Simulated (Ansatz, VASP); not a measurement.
## Two plane-wave programs on Be

The input POSCAR:

```
Be
1.0
    0.0000000000      1.6005286206      1.6005286206
    1.6005286206      0.0000000000      1.6005286206
    1.6005286206      1.6005286206      0.0000000000
Be
1
Direct
    0.0000000000      0.0000000000      0.0000000000
```

The input INCAR.step1:

```
ALGO     = Normal         # electronic algorithm
EDIFF    = 1E-4           # SCF threshold, eV
ENCUT    = 520            # plane-wave cutoff, eV
GGA      = PE             # functional
ISMEAR   = -1             # smearing method
LASPH    = T              # aspherical terms in the spheres
LCHARG   = F              # write CHGCAR
LREAL    = F              # projectors in reciprocal space
LWAVE    = T              # write WAVECAR
NBANDS   = 7              # bands
NELM     = 80             # most SCF steps
PREC     = Accurate       # precision mode
SIGMA    = 0.1            # smearing width, eV
```

File INCAR.step2:

```
ALGO     = Normal         # electronic algorithm
EDIFF    = 1E-6           # SCF threshold, eV
ENCUT    = 520            # plane-wave cutoff, eV
ISIF     = 2              # what is computed and relaxed
ISMEAR   = -1             # smearing method
ISTART   = 1            
LASPH    = T              # aspherical terms in the spheres
LCHARG   = T              # write CHGCAR
LELF     = T              # ELF
LMIXTAU  = T            
LREAL    = F              # projectors in reciprocal space
LVHAR    = T            
LWAVE    = F              # write WAVECAR
METAGGA  = R2SCAN         # meta-GGA
NBANDS   = 7              # bands
NELM     = 80             # most SCF steps
PREC     = Accurate       # precision mode
SIGMA    = 0.1            # smearing width, eV
```

File KPOINTS:

```
k-points
0
Gamma
  19 19 19
```

Input for Ansatz:

```yaml
crystal:
  lattice:
    - [0.0, 1.6005286206, 1.6005286206]
    - [1.6005286206, 0.0, 1.6005286206]
    - [1.6005286206, 1.6005286206, 0.0]
  atoms:
    - { symbol: Be, position: [0.0, 0.0, 0.0] }
hamiltonian:
  xc: r2scan
  pseudopotentials:
    kind: paw
    azcp:
      Be: "pseudopotentials/Be.paw.azcp"
basis:
  ecutwfc: 500
  fft_grid_basis: typed
kpoints:
  mp_grid: { grid: [19, 19, 19], shift: [0, 0, 0] }
magnetization:
  spin_polarized: false
scf:
  occupations: { method: fermi_dirac, width: 0.1 }
  lower_state_search: "off"
output:
  stress: true
```

Alike in both runs: task single point; functional r2SCAN; k mesh 19 × 19 × 19; occupations fermi-dirac, width 0.1 eV; no spin polarisation.

|  | VASP | Ansatz |
| --- | --- | --- |
| version | VASP 6.6.1 | Ansatz 0.2.0 |
| potentials or method | VASP PAW PBE potentials, release 64 (Be), cutoff 520 eV | plane waves (500 eV) with PAW, scalar-relativistic |
| valence electrons in the cell | 2 | 2 |

Ansatz gave:

* pressure (GPa): -4.5

Problem. Estimate VASP's values.

Solution. Pressure (GPa): -4.3.

VASP's potentials were made for PBE, not for r2SCAN.
